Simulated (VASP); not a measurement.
# Mn (C2/c) in VASP: a series of runs

Runs on Mn. Level: PBE. Tasks: single point.

Everything below comes from runs of VASP 6.6.1. Logs are shortened: lines on timing, memory, paths and dates and some standing lists are left out, and cuts for length are marked.

### Step 1. The cell of the first run

The typed cell holds 2 atoms: a = 2.579 Å, b = 2.579 Å, c = 4.901 Å, α = 105.25°, β = 105.25°, γ = 120.00°.

This isn't the form of Mn at room conditions, which is a 58-atom cubic cell.

### Step 2. Single point, PBE (12.01 Å³/atom)

INCAR

```
PREC = Accurate
ENCUT = 500
EDIFF = 1E-6
ISMEAR = -1
SIGMA = 0.1
LREAL = F
LASPH = T
NELM = 120
ALGO = Normal
ISIF = 2
LWAVE = F
LCHARG = F
GGA = PE
NBANDS = 20
GGA_COMPAT = F
```

KPOINTS

```
Automatic mesh
0
Gamma
  18 18 9
```

POSCAR

```
Mn
1.0
   -1.7338507441      1.4252753239      1.2710764227
    1.4252753239     -1.7338507441      1.2710764227
    3.2128684824      3.2128684824     -1.8362328699
Mn
2
Direct
    0.9583538680      0.0416461320      0.0000000000
    0.7916461320      0.2083538680      0.5000000000
```

Potentials or basis: VASP PAW PBE potentials, release 64 (Mn_pv).

On the command line:

```
cat potpaw_PBE.64/Mn_pv/POTCAR > POTCAR
mpirun -np 1 vasp_std > vasp.out
```

OUTCAR:

```text
PREC = Accurate
   ENCUT = 500
   EDIFF = 1E-6
   ISMEAR = -1
   LREAL = F
   LASPH = T
   NELM = 120
   ISIF = 2
   GGA = PE

 ion  position               nearest neighbor table
   1  0.958  0.042  0.000-   2 2.56   2 2.56   2 2.56   2 2.56   2 2.56   2 2.56
   2  0.792  0.208  0.500-   1 2.56   1 2.56   1 2.56   1 2.56   1 2.56   1 2.56

  Warning from LATTYP: Got some problem with cell dimensions!
  Tried to take original basis but could not verify dimensions!
  LATTYP: Found a base centered monoclinic cell.
 ALAT       =     2.5793368662
 B/A-ratio  =     1.7321037004
 C/A-ratio  =     1.6157301628
 COS(beta)  =    -0.0002018314

  Lattice vectors:

 A1 = (   1.7338507441,  -1.4252753239,  -1.2710764227)
 A2 = (  -1.4252753239,   1.7338507441,  -1.2710764227)
 A3 = (   2.9042930622,   2.9042930622,   0.7059199755)

Analysis of symmetry for initial positions (statically):
=====================================================================
 Subroutine PRICEL returns:
 Original cell was already a primitive cell.

 Routine SETGRP: Setting up the symmetry group for a
 base centered monoclinic supercell.

 Subroutine GETGRP returns: Found  4 space group operations
 (whereof  2 operations were pure point group operations)
 out of a pool of  4 trial point group operations.

The static configuration has the point symmetry C_2 .
 The point group associated with its full space group is C_2h.

Analysis of symmetry for dynamics (positions and initial velocities):
=====================================================================
 Subroutine PRICEL returns:
 Original cell was already a primitive cell.

 Routine SETGRP: Setting up the symmetry group for a
 base centered monoclinic supercell.

 Subroutine GETGRP returns: Found  4 space group operations
 (whereof  2 operations were pure point group operations)
 out of a pool of  4 trial point group operations.

The dynamic configuration has the point symmetry C_2 .
 The point group associated with its full space group is C_2h.

 Subroutine INISYM returns: Found  4 space group operations
 (whereof  2 operations are pure point group operations),
 and found     1 'primitive' translations

----------------------------------------------------------------------------------------

                                     Primitive cell

  volume of cell :      24.0125

  direct lattice vectors                    reciprocal lattice vectors
    -1.733850744  1.425275324  1.271076423    -0.037482503  0.279060736  0.422690991
     1.425275324 -1.733850744  1.271076423     0.279060736 -0.037482503  0.422690991
     3.212868482  3.212868482 -1.836232870     0.167225193  0.167225193  0.040596760

  length of vectors
     2.579395942  2.579395942  4.900693719     0.507885328  0.507885328  0.239951302

  position of ions in fractional coordinates (direct lattice)
     0.958353868  0.041646132  1.000000000
     0.791646132  0.208353868  0.500000000

  ion indices of the primitive-cell ions
   primitive index   ion index
                 1           1
                 2           2

----------------------------------------------------------------------------------------

 KPOINTS: Automatic mesh

Automatic generation of k-mesh.
 Grid dimensions read from file:
 generate k-points for:   18   18    9

 Generating k-lattice:

  Cartesian coordinates                     Fractional coordinates (reciprocal lattice)
    -0.002082361  0.015503374  0.023482833     0.055555556  0.000000000 -0.000000000
     0.015503374 -0.002082361  0.023482833     0.000000000  0.055555556 -0.000000000
     0.018580577  0.018580577  0.004510751    -0.000000000 -0.000000000  0.111111111

  Length of vectors
     0.028215852  0.028215852  0.026661256

  Shift w.r.t. Gamma in fractional coordinates (k-lattice)
     0.000000000  0.000000000  0.000000000

 Subroutine IBZKPT returns following result:
 ===========================================

 Found    775 irreducible k-points:

 Following reciprocal coordinates:
            Coordinates               Weight
  0.000000  0.000000  0.000000      1.000000
  0.055556  0.000000 -0.000000      4.000000
  0.111111  0.000000 -0.000000      4.000000
  0.166667  0.000000  0.000000      4.000000
  0.222222  0.000000  0.000000      4.000000
  0.277778  0.000000 -0.000000      4.000000
[... 16 lines left out ...]
 -0.277778  0.055556  0.000000      4.000000
 -0.222222  0.055556  0.000000      4.000000
 [... further k-points ...]
   k-points           NKPTS =    775   k-points in BZ     NKDIM =    775   number of bands    NBANDS=     20
   number of dos      NEDOS =    301   number of ions     NIONS =      2
   total plane-waves  NPLWV =  14400
   dimension x,y,z NGX =    20 NGY =   20 NGZ =   36
   dimension x,y,z NGXF=    40 NGYF=   40 NGZF=   72
   ions per type =               2
   NGX,Y,Z   is equivalent  to a cutoff of  12.89, 12.89, 12.21 a.u.
   NGXF,Y,Z  is equivalent  to a cutoff of  25.78, 25.78, 24.42 a.u.
 SYSTEM =  unknown system
   PREC   = accura    normal or accurate (medium, high low for compatibility)
   ISTART =      0    job   : 0-new  1-cont  2-samecut
   ICHARG =      2    charge: 1-file 2-atom 10-const
   ISPIN  =      1    spin polarized calculation?
   LNONCOLLINEAR =      F non collinear calculations
   LSORBIT =      F    spin-orbit coupling
   LASPH  =      T    aspherical Exc in radial PAW
   ENCUT  =  500.0 eV  36.75 Ry    6.06 a.u.   4.70  4.70  8.94*2*pi/ulx,y,z
   NELM   =    120;   NELMIN=  2; NELMDL= -5     # of ELM steps
   EDIFF  = 0.1E-05   stopping-criterion for ELM
   LREAL  =      F    real-space projection
   EDIFFG = 0.1E-04   stopping-criterion for IOM
   NSW    =      0    number of steps for IOM
   IBRION =     -1    ionic relax: 0-MD 1-quasi-New 2-CG
   NFREE  =      0    steps in history (QN), initial steepest desc. (CG)
   ISIF   =      2    stress and relaxation
   ISYM   =      2    0-nonsym 1-usesym 2-fastsym
   POTIM  = 0.5000    time-step for ionic-motion
   TEBEG  =    0.0;   TEEND  =   0.0 temperature during run
   PSTRESS=    0.0 pullay stress
   NELECT =      26.0000    total number of electrons
   NUPDOWN=      -1.0000    fix difference up-down
   EMIN   =  10.00;   EMAX   =-10.00  energy-range for DOS
   EFERMI =   0.00;   METHOD = LEGACY
   ISMEAR =    -1;   SIGMA  =   0.10  broadening in eV -4-tet -1-fermi 0-gaus
   EFERMI_NEDOS =   21; number of points for ismear=-14 and -15
   IALGO  =     38    algorithm
   IMIX   =      4    mixing-type and parameters
     AMIX     =   0.40;   BMIX     =  1.00
     AMIX_MAG =   1.60;   BMIX_MAG =  1.00
  volume/ion in A,a.u.               =      12.01        81.02
  Fermi-wavevector in a.u.,A,eV,Ry     =   1.681075  3.176770 38.450223  2.826012
  Thomas-Fermi vector in A             =   2.764696
   LORBIT       =      0    0 simple, 1 ext, 2 COOP (PROOUT), +10 PAW based schemes
   GGA     = PE    functional components
   LHFCALC =     F    Hartree Fock is set to
   AEXX    =    0.0000 exact exchange contribution
   IVDW    =     0    specifies the selected vdW correction
   LEPSILON=     F    determine dielectric tensor
   LRPA    =     F    only Hartree local field effects (RPA)
 non-spin polarized calculation
  energy-cutoff  :      500.00
  volume of cell :       24.01
 maximum number of plane-waves:       625
   NGX =  9   NGY =  9   NGZ = 17

 number of electron      25.9999999 magnetization

 Free energy of the ion-electron system (eV)
  ---------------------------------------------------
  ext. energy  EPLUGINS =         0.00000000
  ---------------------------------------------------
  free energy    TOTEN  =       -17.71622319 eV

  energy without entropy =      -17.60392571  energy(sigma->0) =      -17.66007445

 E-fermi :   8.8932     XC(G=0): -13.3613

 val. band max:        8.8920722007   @ k =   0.4444   0.0556   0.3333
 cond. band min:       8.8954641821   @ k =  -0.2778  -0.4444   0.2222
 fundamental gap:      0.0033919814
 Fermi energy:         8.8932223768

 k-point     1 :       0.0000    0.0000    0.0000
  band No.  band energies     occupation
      1     -39.2256      2.00000
      2     -38.7778      2.00000
      3     -38.7777      2.00000
      4     -38.7029      2.00000
      5     -38.7029      2.00000
      6     -38.6879      2.00000
[... 12 lines left out ...]
     19      17.0073      0.00000
     20      28.8099      0.00000

 k-point     2 :       0.0556    0.0000   -0.0000
  band No.  band energies     occupation
      1     -39.2164      2.00000
      2     -38.7887      2.00000
      3     -38.7810      2.00000
      4     -38.7166      2.00000
      5     -38.7053      2.00000
      6     -38.6931      2.00000
[... 12 lines left out ...]
     19      17.1677      0.00000
     20      28.5082      0.00000

 k-point     3 :       0.1111    0.0000   -0.0000
  band No.  band energies     occupation
      1     -39.1907      2.00000
      2     -38.8197      2.00000
      3     -38.7897      2.00000
      4     -38.7588      2.00000
      5     -38.7124      2.00000
      6     -38.7047      2.00000
[... 12 lines left out ...]
     19      17.6719      0.00000
     20      27.3291      0.00000

 k-point     4 :       0.1667    0.0000    0.0000
  band No.  band energies     occupation
      1     -39.1541      2.00000
      2     -38.8650      2.00000
      3     -38.8231      2.00000
      4     -38.8023      2.00000
      5     -38.7243      2.00000
      6     -38.7215      2.00000
[... 429 lines left out ...]
 k-point    23 :      -0.2778    0.0556    0.0000
  band No.  band energies     occupation
      1     -39.1123      2.00000
      2     -38.9527      2.00000
      3     -38.9208      2.00000
      4     -38.8294      2.00000
      5     -38.7554      2.00000
      6     -38.7445      2.00000
[... 12 lines left out ...]
     19      20.0135      0.00000
     20      22.5654      0.00000

 k-point    24 :      -0.2222    0.0556    0.0000
  band No.  band energies     occupation
      1     -39.1402      2.00000
      2     -38.8955      2.00000
      3     -38.8645      2.00000
      4     -38.8105      2.00000
      5     -38.7353      2.00000
      6     -38.7264      2.00000
[... 12 lines left out ...]
     19      18.7138      0.00000
     20      24.4575      0.00000

 [... further k-points ...]

------------------------ aborting loop because EDIFF is reached ----------------------------------------

  FORCE on cell =-STRESS in cart. coord.  units (eV):
  Direction    XX          YY          ZZ          XY          YZ          ZX
  --------------------------------------------------------------------------------------
  -------------------------------------------------------------------------------------
  Total       -3.6956501     -3.6956501     -3.6774956     -0.0238975     -0.0068868     -0.0068867
  in kB     -246.5837824   -246.5837824   -245.3724683     -1.5945050     -0.4595043     -0.4595009
  external PRESSURE =    -246.1800110 kB  Pullay stress =       0.0000000 kB

 VOLUME and BASIS-vectors are now :
 -----------------------------------------------------------------------------
  energy-cutoff  :      500.00
  volume of cell :       24.01
      direct lattice vectors                 reciprocal lattice vectors
    -1.733850744  1.425275324  1.271076423    -0.037482503  0.279060736  0.422690991
     1.425275324 -1.733850744  1.271076423     0.279060736 -0.037482503  0.422690991
     3.212868482  3.212868482 -1.836232870     0.167225193  0.167225193  0.040596760

 POSITION                                       TOTAL-FORCE (eV/Angst)
 -----------------------------------------------------------------------------------
     -1.60229      1.29371      1.27108        -0.000549      0.000549     -0.000000
      0.53080      2.37349      0.35296         0.000549     -0.000549      0.000000
 -----------------------------------------------------------------------------------
    total drift:                               -0.000000     -0.000000      0.000000

  FREE ENERGIE OF THE ION-ELECTRON SYSTEM (eV)
  ---------------------------------------------------
  free  energy   TOTEN  =       -17.7162231927 eV

  energy  without entropy=      -17.6039257085  energy(sigma->0) =      -17.66007445
```

Run time: 2.4 min. Hardware: 1 thread of Oxide Virtual Turin-like, shared host; peak memory 0.33 GiB.

Results:

- Free energy: -17.7162 eV
- Pressure: -24.6 GPa
- Band gap on the k mesh: zero (bands 13 and 14 overlap by 1.83 eV)

Stress tensor (GPa, compression positive):
```
-24.66  -0.16  -0.05
 -0.16 -24.66  -0.05
 -0.05  -0.05 -24.54
```

Caveat: the cell stands under tension; the run has no spin polarisation, though such a crystal can be magnetic. Spin polarisation is off, so any magnetic state and its effect on volume and gap are missing.

### Step 3. Single point, PBE

This run uses another cell than the first one, of 10.72 Å³/atom.

INCAR

```
SYSTEM = Mn
PREC = Accurate
ENCUT = 500
EDIFF = 1E-6
ISMEAR = -1
SIGMA = 0.1
LREAL = .False.
LASPH = .True.
NELM = 120
ALGO = Normal
ISIF = 2
LWAVE = .False.
LCHARG = .True.
GGA = PE
LELF = .True.
LVHAR = .True.
ISYM = 0
NBANDS = 20
GGA_COMPAT = .False.
```

KPOINTS

```
regular mesh
0
Gamma
  14 14 10
  0 0 0
```

POSCAR

```
Mn
1.0
   -1.6695741103      1.3724380769      1.2239555768
    1.3724380769     -1.6695741103      1.2239555768
    3.0937622839      3.0937622839     -1.7681607662
Mn
2
Direct
    0.9583538680      0.0416461320      0.0000000000
    0.7916461320      0.2083538680      0.5000000000
```

Potentials or basis: VASP PAW PBE potentials, release 64 (Mn_pv).

On the command line:

```
cat potpaw_PBE.64/Mn_pv/POTCAR > POTCAR
mpirun -np 1 vasp_std > vasp.out
```

Wall time 4.2 min (1 thread of Oxide Virtual Turin-like, shared host); peak memory 0.37 GiB.

The run converged. Its results:

- Free energy: -17.9346 eV
- Pressure: -0.2 GPa
- Band gap on the k mesh: zero (bands 13 and 14 overlap by 2.17 eV)

Stress tensor (GPa, compression positive):
```
-0.25 -0.07 -0.02
-0.07 -0.25 -0.02
-0.02 -0.02 -0.21
```

Levels at points of the mesh, in eV from the Fermi level:
```csv
k point,band 9,band 10,band 11,band 12,band 13,band 14,band 15,band 16,band 17,band 18
"(0.00, 0.00, 0.00)",-0.96,-0.96,-0.96,-0.48,-0.48,0.04,0.04,0.75,1.61,1.61
"(0.50, 0.00, 0.00)",-2.64,-2.64,0.18,0.18,0.85,0.85,1.94,1.94,3.18,3.18
"(0.00, 0.50, 0.00)",-2.64,-2.64,0.18,0.18,0.85,0.85,1.94,1.94,3.18,3.18
"(0.50, 0.50, 0.00)",-3.69,-1.36,-1.17,-0.93,-0.41,1.81,1.97,2.02,3.58,5.69
"(0.00, 0.00, 0.50)",-1.53,-1.53,-1.04,-1.04,-1.04,-1.04,1.18,1.18,1.19,1.19
"(0.50, 0.00, 0.50)",-3.69,-1.36,-1.17,-0.93,-0.41,1.81,1.97,2.02,3.58,5.69
"(0.00, 0.50, 0.50)",-3.69,-1.36,-1.17,-0.93,-0.41,1.81,1.97,2.02,3.58,5.69
"(0.50, 0.50, 0.50)",-2.64,-2.64,0.18,0.18,0.85,0.85,1.94,1.94,3.18,3.18
```

Caveat: the run has no spin polarisation, though such a crystal can be magnetic. Spin polarisation is off, so any magnetic state and its effect on volume and gap are missing.
